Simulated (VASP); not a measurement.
# Sr (P6/mmm) in VASP: notebook

Runs on Sr. Level: PBE. Tasks: single point.

Everything below comes from runs of VASP 6.6.1. Logs are shortened: lines on timing, memory, paths and dates and some standing lists are left out, and cuts for length are marked.

### 1 The cell of the first run

Symmetry: P6/mmm, No. 191, hexagonal system. Conventional cell: a = 4.081 Å, b = 4.081 Å, c = 3.814 Å, α = 90.00°, β = 90.00°, γ = 120.00°. Sr (site symmetry 6/mmm) has 8 Sr at 3.81 to 4.08 Å within 5.0 Å.

### 2 Single point, PBE

INCAR

```
PREC = Accurate ; ENCUT = 520
EDIFF = 1E-7 ; ISMEAR = -1
SIGMA = 0.05 ; LREAL = False
LASPH = True ; NELM = 80
ALGO = Normal ; ISIF = 2
LWAVE = False ; LCHARG = False
GGA = PE ; NBANDS = 11
```

KPOINTS

```
regular mesh
0
Gamma
  11 11 10
```

POSCAR

```
Sr
1.0
    4.0806100669      0.0000000000      0.0000000000
   -2.0403050334      3.5339119808      0.0000000000
    0.0000000000      0.0000000000      3.8143880954
Sr
1
Direct
    0.0000000000      0.0000000000      0.0000000000
```

Potentials or basis: VASP PAW PBE potentials, release 64 (Sr_sv).

Command:

```
$ cat potpaw_PBE.64/Sr_sv/POTCAR > POTCAR
$ mpirun -np 1 vasp_std > vasp.out
```

OUTCAR:

```text
PREC = Accurate
   ENCUT = 520
   EDIFF = 1E-7
   ISMEAR = -1
   LREAL = False
   LASPH = True
   NELM = 80
   ISIF = 2
   GGA = PE

 ion  position               nearest neighbor table
   1  0.000  0.000  0.000-

  LATTYP: Found a hexagonal cell.
 ALAT       =     4.0806100669
 C/A-ratio  =     0.9347592720

  Lattice vectors:

 A1 = (   4.0806100669,   0.0000000000,   0.0000000000)
 A2 = (  -2.0403050334,   3.5339119808,   0.0000000000)
 A3 = (   0.0000000000,   0.0000000000,   3.8143880954)

Analysis of symmetry for initial positions (statically):
=====================================================================
 Subroutine PRICEL returns:
 Original cell was already a primitive cell.

 Routine SETGRP: Setting up the symmetry group for a
 hexagonal supercell.

 Subroutine GETGRP returns: Found 24 space group operations
 (whereof 24 operations were pure point group operations)
 out of a pool of 24 trial point group operations.

The static configuration has the point symmetry D_6h.

Analysis of symmetry for dynamics (positions and initial velocities):
=====================================================================
 Subroutine PRICEL returns:
 Original cell was already a primitive cell.

 Routine SETGRP: Setting up the symmetry group for a
 hexagonal supercell.

 Subroutine GETGRP returns: Found 24 space group operations
 (whereof 24 operations were pure point group operations)
 out of a pool of 24 trial point group operations.

The dynamic configuration has the point symmetry D_6h.

 Subroutine INISYM returns: Found 24 space group operations
 (whereof 24 operations are pure point group operations),
 and found     1 'primitive' translations

----------------------------------------------------------------------------------------

                                     Primitive cell

  volume of cell :      55.0054

  direct lattice vectors                    reciprocal lattice vectors
     4.080610067  0.000000000  0.000000000     0.245061396  0.141486263  0.000000000
    -2.040305033  3.533911981  0.000000000     0.000000000  0.282972526  0.000000000
     0.000000000  0.000000000  3.814388095     0.000000000  0.000000000  0.262165248

  length of vectors
     4.080610067  4.080610067  3.814388095     0.282972526  0.282972526  0.262165248

  position of ions in fractional coordinates (direct lattice)
     0.000000000  0.000000000  0.000000000

  ion indices of the primitive-cell ions
   primitive index   ion index
                 1           1

----------------------------------------------------------------------------------------

 KPOINTS: regular mesh

Automatic generation of k-mesh.
 Grid dimensions read from file:
 generate k-points for:   11   11   10

 Generating k-lattice:

  Cartesian coordinates                     Fractional coordinates (reciprocal lattice)
     0.022278309  0.012862388  0.000000000     0.090909091  0.000000000  0.000000000
     0.000000000  0.025724775  0.000000000     0.000000000  0.090909091  0.000000000
     0.000000000  0.000000000  0.026216525     0.000000000  0.000000000  0.100000000

  Length of vectors
     0.025724775  0.025724775  0.026216525

  Shift w.r.t. Gamma in fractional coordinates (k-lattice)
     0.000000000  0.000000000  0.000000000

 Subroutine IBZKPT returns following result:
 ===========================================

 Found     96 irreducible k-points:

 Following reciprocal coordinates:
            Coordinates               Weight
  0.000000  0.000000  0.000000      1.000000
  0.090909 -0.000000  0.000000      6.000000
  0.181818 -0.000000  0.000000      6.000000
  0.272727 -0.000000  0.000000      6.000000
  0.363636 -0.000000  0.000000      6.000000
  0.454545 -0.000000  0.000000      6.000000
[... 16 lines left out ...]
  0.090909  0.090909  0.100000     12.000000
  0.181818  0.090909  0.100000     24.000000
 [... further k-points ...]
   k-points           NKPTS =     96   k-points in BZ     NKDIM =     96   number of bands    NBANDS=     11
   number of dos      NEDOS =    301   number of ions     NIONS =      1
   total plane-waves  NPLWV =  25200
   dimension x,y,z NGX =    30 NGY =   30 NGZ =   28
   dimension x,y,z NGXF=    60 NGYF=   60 NGZF=   56
   ions per type =               1
   NGX,Y,Z   is equivalent  to a cutoff of  12.22, 12.22, 12.20 a.u.
   NGXF,Y,Z  is equivalent  to a cutoff of  24.44, 24.44, 24.41 a.u.
 SYSTEM =  unknown system
   PREC   = accura    normal or accurate (medium, high low for compatibility)
   ISTART =      0    job   : 0-new  1-cont  2-samecut
   ICHARG =      2    charge: 1-file 2-atom 10-const
   ISPIN  =      1    spin polarized calculation?
   LNONCOLLINEAR =      F non collinear calculations
   LSORBIT =      F    spin-orbit coupling
   LASPH  =      T    aspherical Exc in radial PAW
   ENCUT  =  520.0 eV  38.22 Ry    6.18 a.u.   7.59  7.59  7.09*2*pi/ulx,y,z
   NELM   =     80;   NELMIN=  2; NELMDL= -5     # of ELM steps
   EDIFF  = 0.1E-06   stopping-criterion for ELM
   LREAL  =      F    real-space projection
   EDIFFG = 0.1E-05   stopping-criterion for IOM
   NSW    =      0    number of steps for IOM
   IBRION =     -1    ionic relax: 0-MD 1-quasi-New 2-CG
   NFREE  =      0    steps in history (QN), initial steepest desc. (CG)
   ISIF   =      2    stress and relaxation
   ISYM   =      2    0-nonsym 1-usesym 2-fastsym
   POTIM  = 0.5000    time-step for ionic-motion
   TEBEG  =    0.0;   TEEND  =   0.0 temperature during run
   PSTRESS=    0.0 pullay stress
   NELECT =      10.0000    total number of electrons
   NUPDOWN=      -1.0000    fix difference up-down
   EMIN   =  10.00;   EMAX   =-10.00  energy-range for DOS
   EFERMI =   0.00;   METHOD = LEGACY
   ISMEAR =    -1;   SIGMA  =   0.05  broadening in eV -4-tet -1-fermi 0-gaus
   EFERMI_NEDOS =   21; number of points for ismear=-14 and -15
   IALGO  =     38    algorithm
   IMIX   =      4    mixing-type and parameters
     AMIX     =   0.40;   BMIX     =  1.00
     AMIX_MAG =   1.60;   BMIX_MAG =  1.00
  volume/ion in A,a.u.               =      55.01       371.20
  Fermi-wavevector in a.u.,A,eV,Ry     =   0.927412  1.752555 11.702288  0.860094
  Thomas-Fermi vector in A             =   2.053479
   LORBIT       =      0    0 simple, 1 ext, 2 COOP (PROOUT), +10 PAW based schemes
   GGA     = PE    functional components
   LHFCALC =     F    Hartree Fock is set to
   AEXX    =    0.0000 exact exchange contribution
   IVDW    =     0    specifies the selected vdW correction
   LEPSILON=     F    determine dielectric tensor
   LRPA    =     F    only Hartree local field effects (RPA)
 non-spin polarized calculation
  energy-cutoff  :      520.00
  volume of cell :       55.01
 maximum number of plane-waves:      1502
   NGX = 15   NGY = 15   NGZ = 15

 number of electron      10.0000000 magnetization

 Free energy of the ion-electron system (eV)
  ---------------------------------------------------
  ext. energy  EPLUGINS =         0.00000000
  ---------------------------------------------------
  free energy    TOTEN  =        -1.42174158 eV

  energy without entropy =       -1.41309566  energy(sigma->0) =       -1.41741862

 E-fermi :   1.4925     XC(G=0):  -7.3401

 val. band max:        1.4857539778   @ k =   0.4545   0.0909   0.2000
 cond. band min:       1.4954832830   @ k =   0.4545   0.0909   0.3000
 fundamental gap:      0.0097293052
 Fermi energy:         1.4924602665

 k-point     1 :       0.0000    0.0000    0.0000
  band No.  band energies     occupation
      1     -35.2089      2.00000
      2     -17.0824      2.00000
      3     -17.0824      2.00000
      4     -17.0521      2.00000
      5      -2.0296      2.00000
      6       2.2981      0.00000
      7       3.8517      0.00000
      8       3.8517      0.00000
      9       6.6079      0.00000
     10       6.6079      0.00000
     11       8.7833      0.00000

 k-point     2 :       0.0909   -0.0000    0.0000
  band No.  band energies     occupation
      1     -35.2076      2.00000
      2     -17.1015      2.00000
      3     -17.0868      2.00000
      4     -17.0501      2.00000
      5      -1.8987      2.00000
      6       2.3510      0.00000
      7       3.6092      0.00000
      8       3.9777      0.00000
      9       6.3275      0.00000
     10       6.5758      0.00000
     11       9.1896      0.00000

 k-point     3 :       0.1818   -0.0000    0.0000
  band No.  band energies     occupation
      1     -35.2040      2.00000
      2     -17.1525      2.00000
      3     -17.0987      2.00000
      4     -17.0448      2.00000
      5      -1.5216      2.00000
      6       2.4825      0.00000
      7       3.0809      0.00000
      8       4.3480      0.00000
      9       5.8071      0.00000
     10       6.4921      0.00000
     11       9.1583      0.00000

 k-point     4 :       0.2727   -0.0000    0.0000
  band No.  band energies     occupation
      1     -35.1992      2.00000
      2     -17.2182      2.00000
      3     -17.1141      2.00000
      4     -17.0378      2.00000
      5      -0.9457      2.00000
      6       2.4844      0.00000
      7       2.6549      0.00000
      8       4.9380      0.00000
      9       5.3332      0.00000
     10       6.3871      0.00000
     11       8.1540      0.00000
[... 239 lines left out ...]
 k-point    22 :       0.4545   -0.0000    0.1000
  band No.  band energies     occupation
      1     -35.1903      2.00000
      2     -17.3086      2.00000
      3     -17.1339      2.00000
      4     -17.0559      2.00000
      5       0.4662      2.00000
      6       1.6495      0.08297
      7       2.6705      0.00000
      8       4.6842      0.00000
      9       5.7911      0.00000
     10       6.5701      0.00000
     11       7.4156      0.00000

 k-point    23 :       0.0909    0.0909    0.1000
  band No.  band energies     occupation
      1     -35.2032      2.00000
      2     -17.1327      2.00000
      3     -17.0935      2.00000
      4     -17.0758      2.00000
      5      -1.5160      2.00000
      6       2.5189      0.00000
      7       3.2829      0.00000
      8       4.2590      0.00000
      9       5.6312      0.00000
     10       6.2272      0.00000
     11       9.2822      0.00000

 k-point    24 :       0.1818    0.0909    0.1000
  band No.  band energies     occupation
      1     -35.1990      2.00000
      2     -17.1878      2.00000
      3     -17.1100      2.00000
      4     -17.0693      2.00000
      5      -1.0407      2.00000
      6       2.6656      0.00000
      7       2.7883      0.00000
      8       4.6591      0.00000
      9       5.2228      0.00000
     10       6.0783      0.00000
     11       8.9311      0.00000

 [... further k-points ...]
[... 5 lines left out ...]
  --------------------------------------------------------------------------------------
  -------------------------------------------------------------------------------------
  Total        0.0044367      0.0044367      0.0126451      0.0000000     -0.0000000      0.0000000
  in kB        0.1292304      0.1292304      0.3683209      0.0000000     -0.0000000      0.0000000
  external PRESSURE =       0.2089273 kB  Pullay stress =       0.0000000 kB

 VOLUME and BASIS-vectors are now :
 -----------------------------------------------------------------------------
  energy-cutoff  :      520.00
  volume of cell :       55.01
      direct lattice vectors                 reciprocal lattice vectors
     4.080610067  0.000000000  0.000000000     0.245061396  0.141486263  0.000000000
    -2.040305033  3.533911981  0.000000000     0.000000000  0.282972526  0.000000000
     0.000000000  0.000000000  3.814388095     0.000000000  0.000000000  0.262165248

 POSITION                                       TOTAL-FORCE (eV/Angst)
 -----------------------------------------------------------------------------------
      0.00000      0.00000      0.00000        -0.000000      0.000000      0.000000
 -----------------------------------------------------------------------------------
    total drift:                                0.000000      0.000000     -0.000000

  FREE ENERGIE OF THE ION-ELECTRON SYSTEM (eV)
  ---------------------------------------------------
  free  energy   TOTEN  =        -1.4217415798 eV

  energy  without entropy=       -1.4130956560  energy(sigma->0) =       -1.41741862
```

It took 53 s on 1 thread of Intel Xeon Platinum 8124M at 3.00GHz (Skylake/Cascade Lake), shared host; peak memory 0.2 GiB.

Results:

| Property | Result |
| --- | --- |
| Free energy | -1.4217 eV |
| Pressure | 0.0 GPa |
| Band gap on the k mesh | zero (band 5 reaches 1.70 eV, above the bottom of band 6 at 1.20 eV) |

(Continued in part 2 of 2.)
